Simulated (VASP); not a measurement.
A run of VASP 6.6.1 is set up as follows.

Contents of INCAR:

```
SYSTEM = Sb
PREC = Accurate ; ENCUT = 500
EDIFF = 1E-6 ; ISMEAR = -1
SIGMA = 0.05 ; LREAL = .False.
LASPH = .True. ; NELM = 120
ALGO = Normal ; ISIF = 2
LWAVE = .False. ; LCHARG = .True.
GGA = PS ; LELF = .True.
LVHAR = .True. ; NBANDS = 8
GGA_COMPAT = .False.
```

The input KPOINTS:

```
Automatic mesh
0
Gamma
  6 6 6
  0 0 0
```

The input POSCAR:

```
Sb
1.0
    4.0905400000      0.0000000000      0.0000000000
    0.0000000000      4.0905400000      0.0000000000
    0.0000000000      0.0000000000      4.0905400000
Sb
1
Direct
    0.5000000000      0.5000000000      0.5000000000
```

Potentials or basis: VASP PAW PBE potentials, release 64 (Sb).

The run is started by

```bash
$ cat potpaw_PBE.64/Sb/POTCAR > POTCAR
$ mpirun -np 1 vasp_std > vasp.out
```

(1) Predict the pressure.

Answers

(1) -7.1 GPa.

Caveat: the PAW data sets were made with another functional, which shifts forces and pressure a little.
